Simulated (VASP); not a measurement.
**Zr2AlN3: relaxation of cell and atoms with PBE**

The system is Zr2AlN3.

```
Zr Al N
1.0
     4.30128    0.00000    0.00000
    -2.15064    3.72502    0.00000
     0.00000    0.00000    5.85753
Zr Al N
2 1 3
Direct
  0.33333 0.66667 0.50000
  0.66667 0.33333 0.50000
  0.00000 0.00000 0.00000
  0.33333 0.66667 0.00000
  0.66667 0.33333 0.00000
  0.00000 0.00000 0.50000
```

```yaml
Program: VASP 6.6.1
Task: relaxation of cell and atoms
Functional: PBE
Potentials_or_basis: VASP PAW PBE potentials, release 64 (Zr_sv, Al, N)
Cutoff: 600 eV
k_mesh: 6 × 6 × 4
Occupations: gaussian, width 0.1 eV
Spin: no spin polarisation
Dipole_correction: no
Further_INCAR_settings: ALGO = Normal; EDIFF = 1e-07; IBRION = 2; EDIFFG = -0.04; NSW = 90; ISIF = 3
```

```json
{
  "Relaxed volume": "13.60 Å³/atom",
  "Relaxed cell": "a = 4.795 Å, b = 4.795 Å, c = 4.096 Å, α = 90.00°, β = 90.00°, γ = 120.00°",
  "Space group after relaxing (to 0.05 Å)": "P6/mmm (No. 191)",
  "Energy gained by relaxing": "1029.3 meV/atom",
  "Ionic steps": "11",
  "Pressure after relaxing": "0.2 GPa",
  "Band gap on the k mesh": "zero (band 21 reaches 8.39 eV, above the bottom of band 22 at 7.85 eV)"
}
```

Stress tensor (GPa, compression positive):
```
 0.41  0.00  0.00
 0.00  0.41  0.00
 0.00  0.00 -0.12
```

The path:
```csv
step,energy change (eV),largest force (eV/Å),pressure (GPa),volume (Å³)
1,0.0000,0.0000,-16.64,93.85
2,-2.3211,0.0000,1.82,73.24
3,-2.5263,0.0000,11.34,68.87
4,-3.8583,0.0000,23.37,64.67
5,-4.0118,0.0000,32.11,63.19
6,-5.5659,0.0000,16.72,69.45
7,-5.9466,0.0000,12.56,75.32
8,-6.1125,0.0000,-3.00,80.69
9,-6.1475,0.0000,1.22,79.01
10,-6.1587,0.0000,0.90,79.65
11,-6.1758,0.0000,0.23,81.57
```

Final structure:
```yaml
crystal:
  lattice:
    - [4.79538, 0.00000, 0.00000]
    - [-2.39769, 4.15292, 0.00000]
    - [0.00000, 0.00000, 4.09607]
  atoms:
    - { symbol: Zr, position: [0.33333, 0.66667, 0.50000] }
    - { symbol: Zr, position: [0.66667, 0.33333, 0.50000] }
    - { symbol: Al, position: [0.00000, 0.00000, 0.00000] }
    - { symbol: N, position: [0.33333, 0.66667, 0.00000] }
    - { symbol: N, position: [0.66667, 0.33333, 0.00000] }
    - { symbol: N, position: [0.00000, 0.00000, 0.50000] }
```

Levels at points of the mesh, in eV from the Fermi level:
| k point | band 19 | band 20 | band 21 | band 22 | band 23 | band 24 |
| --- | --- | --- | --- | --- | --- | --- |
| (0.00, 0.00, 0.00) | -0.66 | -0.62 | 0.20 | 0.34 | 0.34 | 0.90 |
| (0.50, 0.00, 0.00) | -0.64 | -0.30 | -0.29 | -0.09 | 0.63 | 1.40 |
| (0.00, 0.00, 0.50) | -2.63 | -2.63 | -0.47 | 1.17 | 1.17 | 2.69 |
| (0.50, 0.00, 0.50) | -2.26 | -1.10 | -0.98 | 0.40 | 1.87 | 3.44 |

It took 5.9 min on 1 thread of AMD EPYC 9R45 96-Core Processor (Zen 5) (shared host), peak memory 0.26 GiB.
